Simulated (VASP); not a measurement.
# Br (Im-3m) in VASP: a series of runs

Br is run at these levels: PBE; tasks: single point.

All numbers are computed with VASP 6.6.1; they aren't measurements. Logs are shortened: lines on timing, memory, paths and dates and some standing lists are left out, and cuts for length are marked.

## 1. The cell of the first run

It takes space group Im-3m (No. 229, cubic). Conventional cell: a = 3.642 Å, b = 3.642 Å, c = 3.642 Å, α = 90.00°, β = 90.00°, γ = 90.00°. Br (site symmetry m-3m) has 14 Br at 3.15 to 3.64 Å within 4.2 Å.

## 2. Single point, PBE (volume scaled by 0.9)

INCAR

```
  ALGO = Normal
  EDIFF = 1E-7
  ENCUT = 520
  GGA = PE
  ISIF = 2
  ISMEAR = -1
  LASPH = T
  LCHARG = F
  LREAL = F
  LWAVE = F
  NBANDS = 10
  NELM = 80
  PREC = Accurate
  SIGMA = 0.08
```

KPOINTS

```
k-points
0
Gamma
  16 16 16
```

POSCAR

```
Br
1.0
   -1.8208990484      1.8208990484      1.8208990484
    1.8208990484     -1.8208990484      1.8208990484
    1.8208990484      1.8208990484     -1.8208990484
Br
1
Direct
    0.0000000000      0.0000000000      0.0000000000
```

Potentials or basis: VASP PAW PBE potentials, release 64 (Br).

On the command line:

```sh
$ cat potpaw_PBE.64/Br/POTCAR > POTCAR
$ mpirun -np 1 vasp_std > vasp.out
```

OUTCAR:

```text
EDIFF = 1E-7
   ENCUT = 520
   GGA = PE
   ISIF = 2
   ISMEAR = -1
   LASPH = T
   LREAL = F
   NELM = 80
   PREC = Accurate

 ion  position               nearest neighbor table
   1  0.000  0.000  0.000-

  LATTYP: Found a body centered cubic cell.
 ALAT       =     3.6417980968

  Lattice vectors:

 A1 = (  -1.8208990484,   1.8208990484,   1.8208990484)
 A2 = (   1.8208990484,  -1.8208990484,   1.8208990484)
 A3 = (   1.8208990484,   1.8208990484,  -1.8208990484)

Analysis of symmetry for initial positions (statically):
=====================================================================
 Subroutine PRICEL returns:
 Original cell was already a primitive cell.

 Routine SETGRP: Setting up the symmetry group for a
 body centered cubic supercell.

 Subroutine GETGRP returns: Found 48 space group operations
 (whereof 48 operations were pure point group operations)
 out of a pool of 48 trial point group operations.

The static configuration has the point symmetry O_h .

Analysis of symmetry for dynamics (positions and initial velocities):
=====================================================================
 Subroutine PRICEL returns:
 Original cell was already a primitive cell.

 Routine SETGRP: Setting up the symmetry group for a
 body centered cubic supercell.

 Subroutine GETGRP returns: Found 48 space group operations
 (whereof 48 operations were pure point group operations)
 out of a pool of 48 trial point group operations.

The dynamic configuration has the point symmetry O_h .

 Subroutine INISYM returns: Found 48 space group operations
 (whereof 48 operations are pure point group operations),
 and found     1 'primitive' translations

----------------------------------------------------------------------------------------

                                     Primitive cell

  volume of cell :      24.1500

  direct lattice vectors                    reciprocal lattice vectors
    -1.820899048  1.820899048  1.820899048     0.000000000  0.274589632  0.274589632
     1.820899048 -1.820899048  1.820899048     0.274589632  0.000000000  0.274589632
     1.820899048  1.820899048 -1.820899048     0.274589632  0.274589632  0.000000000

  length of vectors
     3.153889667  3.153889667  3.153889667     0.388328382  0.388328382  0.388328382

  position of ions in fractional coordinates (direct lattice)
     0.000000000  0.000000000  0.000000000

  ion indices of the primitive-cell ions
   primitive index   ion index
                 1           1

----------------------------------------------------------------------------------------

 KPOINTS: k-points

Automatic generation of k-mesh.
 Grid dimensions read from file:
 generate k-points for:   16   16   16

 Generating k-lattice:

  Cartesian coordinates                     Fractional coordinates (reciprocal lattice)
     0.000000000  0.017161852  0.017161852     0.062500000  0.000000000  0.000000000
     0.017161852  0.000000000  0.017161852     0.000000000  0.062500000  0.000000000
     0.017161852  0.017161852  0.000000000     0.000000000  0.000000000  0.062500000

  Length of vectors
     0.024270524  0.024270524  0.024270524

  Shift w.r.t. Gamma in fractional coordinates (k-lattice)
     0.000000000  0.000000000  0.000000000

 Subroutine IBZKPT returns following result:
 ===========================================

 Found    145 irreducible k-points:

 Following reciprocal coordinates:
            Coordinates               Weight
  0.000000  0.000000  0.000000      1.000000
  0.062500  0.000000  0.000000     12.000000
  0.125000  0.000000  0.000000     12.000000
  0.187500  0.000000  0.000000     12.000000
  0.250000  0.000000  0.000000     12.000000
  0.312500  0.000000  0.000000     12.000000
[... 16 lines left out ...]
  0.187500  0.187500  0.000000     24.000000
  0.250000  0.187500  0.000000     48.000000
 [... further k-points ...]
   k-points           NKPTS =    145   k-points in BZ     NKDIM =    145   number of bands    NBANDS=     10
   number of dos      NEDOS =    301   number of ions     NIONS =      1
   total plane-waves  NPLWV =  13824
   dimension x,y,z NGX =    24 NGY =   24 NGZ =   24
   dimension x,y,z NGXF=    48 NGYF=   48 NGZF=   48
   ions per type =               1
   NGX,Y,Z   is equivalent  to a cutoff of  12.65, 12.65, 12.65 a.u.
   NGXF,Y,Z  is equivalent  to a cutoff of  25.30, 25.30, 25.30 a.u.
 SYSTEM =  unknown system
   PREC   = accura    normal or accurate (medium, high low for compatibility)
   ISTART =      0    job   : 0-new  1-cont  2-samecut
   ICHARG =      2    charge: 1-file 2-atom 10-const
   ISPIN  =      1    spin polarized calculation?
   LNONCOLLINEAR =      F non collinear calculations
   LSORBIT =      F    spin-orbit coupling
   LASPH  =      T    aspherical Exc in radial PAW
   ENCUT  =  520.0 eV  38.22 Ry    6.18 a.u.   5.86  5.86  5.86*2*pi/ulx,y,z
   NELM   =     80;   NELMIN=  2; NELMDL= -5     # of ELM steps
   EDIFF  = 0.1E-06   stopping-criterion for ELM
   LREAL  =      F    real-space projection
   EDIFFG = 0.1E-05   stopping-criterion for IOM
   NSW    =      0    number of steps for IOM
   IBRION =     -1    ionic relax: 0-MD 1-quasi-New 2-CG
   NFREE  =      0    steps in history (QN), initial steepest desc. (CG)
   ISIF   =      2    stress and relaxation
   ISYM   =      2    0-nonsym 1-usesym 2-fastsym
   POTIM  = 0.5000    time-step for ionic-motion
   TEBEG  =    0.0;   TEEND  =   0.0 temperature during run
   PSTRESS=    0.0 pullay stress
   NELECT =       7.0000    total number of electrons
   NUPDOWN=      -1.0000    fix difference up-down
   EMIN   =  10.00;   EMAX   =-10.00  energy-range for DOS
   EFERMI =   0.00;   METHOD = LEGACY
   ISMEAR =    -1;   SIGMA  =   0.08  broadening in eV -4-tet -1-fermi 0-gaus
   EFERMI_NEDOS =   21; number of points for ismear=-14 and -15
   IALGO  =     38    algorithm
   IMIX   =      4    mixing-type and parameters
     AMIX     =   0.40;   BMIX     =  1.00
     AMIX_MAG =   1.60;   BMIX_MAG =  1.00
  volume/ion in A,a.u.               =      24.15       162.97
  Fermi-wavevector in a.u.,A,eV,Ry     =   1.083432  2.047390 15.970856  1.173825
  Thomas-Fermi vector in A             =   2.219498
   LORBIT       =      0    0 simple, 1 ext, 2 COOP (PROOUT), +10 PAW based schemes
   GGA     = PE    functional components
   LHFCALC =     F    Hartree Fock is set to
   AEXX    =    0.0000 exact exchange contribution
   IVDW    =     0    specifies the selected vdW correction
   LEPSILON=     F    determine dielectric tensor
   LRPA    =     F    only Hartree local field effects (RPA)
 non-spin polarized calculation
  energy-cutoff  :      520.00
  volume of cell :       24.15
 maximum number of plane-waves:       682
   NGX = 11   NGY = 11   NGZ = 11

 number of electron       7.0000001 magnetization

 Free energy of the ion-electron system (eV)
  ---------------------------------------------------
  ext. energy  EPLUGINS =         0.00000000
  ---------------------------------------------------
  free energy    TOTEN  =        -1.00248035 eV

  energy without entropy =       -0.96810108  energy(sigma->0) =       -0.98529072

 E-fermi :   2.6473     XC(G=0):  -9.7213

 val. band max:        2.6075682900   @ k =   0.0625   0.0625   0.0000
 cond. band min:       2.6551089964   @ k =   0.1875   0.0625   0.0000
 fundamental gap:      0.0475407065
 Fermi energy:         2.6472954691

 k-point     1 :       0.0000    0.0000    0.0000
  band No.  band energies     occupation
      1     -13.3390      2.00000
      2       3.5299      0.00003
      3       3.5299      0.00003
      4       3.5299      0.00003
      5      11.0431      0.00000
      6      15.3605      0.00000
      7      15.3605      0.00000
      8      15.3605      0.00000
      9      18.1780      0.00000
     10      18.1780      0.00000

 k-point     2 :       0.0625    0.0000    0.0000
  band No.  band energies     occupation
      1     -13.2864      2.00000
      2       3.1919      0.00221
      3       3.4422      0.00010
      4       3.5178      0.00004
      5      11.3492      0.00000
      6      15.1138      0.00000
      7      15.2455      0.00000
      8      15.6058      0.00000
      9      17.6190      0.00000
     10      18.0277      0.00000

 k-point     3 :       0.1250    0.0000    0.0000
  band No.  band energies     occupation
      1     -13.1321      2.00000
      2       2.3410      1.95747
      3       3.2050      0.00188
      4       3.4829      0.00006
      5      11.9795      0.00000
      6      14.5402      0.00000
      7      14.8891      0.00000
      8      16.3151      0.00000
      9      17.2599      0.00000
     10      17.7792      0.00000

 k-point     4 :       0.1875    0.0000    0.0000
  band No.  band energies     occupation
      1     -12.8871      2.00000
      2       1.2524      2.00000
      3       2.8794      0.10417
      4       3.4295      0.00011
      5      12.1571      0.00000
      6      13.8822      0.00000
      7      14.9379      0.00000
      8      17.4242      0.00000
      9      17.5739      0.00000
     10      17.6558      0.00000
[... 222 lines left out ...]
 k-point    22 :       0.4375    0.1250    0.0000
  band No.  band energies     occupation
      1     -11.4799      2.00000
      2      -2.3534      2.00000
      3       1.1500      2.00000
      4       2.8173      0.21330
      5      10.8661      0.00000
      6      12.7233      0.00000
      7      17.9149      0.00000
      8      18.2905      0.00000
      9      21.8259      0.00000
     10      22.4229      0.00000

 k-point    23 :       0.1875    0.1875    0.0000
  band No.  band energies     occupation
      1     -12.1428      2.00000
      2      -0.7362      2.00000
      3       1.6593      1.99999
      4       2.9009      0.08066
      5      12.1643      0.00000
      6      13.2119      0.00000
      7      15.5027      0.00000
      8      17.1896      0.00000
      9      20.3135      0.00000
     10      21.4922      0.00000

 k-point    24 :       0.2500    0.1875    0.0000
  band No.  band energies     occupation
      1     -11.8352      2.00000
      2      -1.3345      2.00000
      3       1.1002      2.00000
      4       2.7823      0.31221
      5      11.8671      0.00000
      6      13.2382      0.00000
      7      16.0555      0.00000
      8      17.7999      0.00000
      9      20.8437      0.00000
     10      22.2003      0.00000

 [... further k-points ...]
[... 5 lines left out ...]
  --------------------------------------------------------------------------------------
  -------------------------------------------------------------------------------------
  Total        0.5838991      0.5838991      0.5838991     -0.0000000     -0.0000000     -0.0000000
  in kB       38.7374297     38.7374297     38.7374297     -0.0000000     -0.0000000     -0.0000000
  external PRESSURE =      38.7374297 kB  Pullay stress =       0.0000000 kB

 VOLUME and BASIS-vectors are now :
 -----------------------------------------------------------------------------
  energy-cutoff  :      520.00
  volume of cell :       24.15
      direct lattice vectors                 reciprocal lattice vectors
    -1.820899048  1.820899048  1.820899048     0.000000000  0.274589632  0.274589632
     1.820899048 -1.820899048  1.820899048     0.274589632  0.000000000  0.274589632
     1.820899048  1.820899048 -1.820899048     0.274589632  0.274589632  0.000000000

 POSITION                                       TOTAL-FORCE (eV/Angst)
 -----------------------------------------------------------------------------------
      0.00000      0.00000      0.00000        -0.000000     -0.000000     -0.000000
 -----------------------------------------------------------------------------------
    total drift:                                0.000000     -0.000000     -0.000000

  FREE ENERGIE OF THE ION-ELECTRON SYSTEM (eV)
  ---------------------------------------------------
  free  energy   TOTEN  =        -1.0024803540 eV

  energy  without entropy=       -0.9681010775  energy(sigma->0) =       -0.98529072
```

It took 19 s on 1 thread of AMD EPYC 7R43 (Zen 3), shared host; peak memory 0.13 GiB.

What came out:

```yaml
Free_energy: -1.0025 eV
Pressure: 3.9 GPa
```

Caveat: an odd number of electrons without spin polarisation forces a metal; a magnetic or distorted state may lie lower.

## 3. Single point, PBE (volume scaled by 0.9)

INCAR

```
SYSTEM = Br
  PREC = Accurate
  ENCUT = 520
  EDIFF = 1E-6
  ISMEAR = -1
  SIGMA = 0.08
  LREAL = .FALSE.
  LASPH = .TRUE.
  NELM = 80
  ALGO = Normal
  ISIF = 2
  LWAVE = .FALSE.
  LCHARG = .FALSE.
  GGA = PE
  NBANDS = 10
```

KPOINTS

```
regular mesh
0
G
  16 16 16
  0 0 0
```

POSCAR is that of step 2.

Potentials or basis: VASP PAW PBE potentials, release 64 (Br).

On the command line:

```sh
$ cat potpaw_PBE.64/Br/POTCAR > POTCAR
$ mpirun -np 1 vasp_std > vasp.out
```

It took 18 s on 1 thread of AMD EPYC 7R43 (Zen 3), shared host; peak memory 0.13 GiB.

The run converged. Its results:

```yaml
Free_energy: -1.0025 eV
Pressure: 3.9 GPa
```

Levels at points of the mesh, in eV from the Fermi level:
| k point | band 1 | band 2 | band 3 | band 4 | band 5 | band 6 | band 7 | band 8 | band 9 |
| --- | --- | --- | --- | --- | --- | --- | --- | --- | --- |
| (0.00, 0.00, 0.00) | -15.99 | 0.88 | 0.88 | 0.88 | 8.40 | 12.71 | 12.71 | 12.71 | 15.53 |
| (0.50, 0.00, 0.00) | -14.20 | -5.21 | -0.89 | 0.54 | 7.42 | 9.45 | 16.95 | 16.96 | 17.49 |
| (0.50, 0.50, 0.50) | -13.07 | -2.96 | -2.96 | -2.96 | 5.97 | 5.97 | 20.84 | 20.84 | 20.86 |

Caveat: an odd number of electrons without spin polarisation forces a metal; a magnetic or distorted state may lie lower.
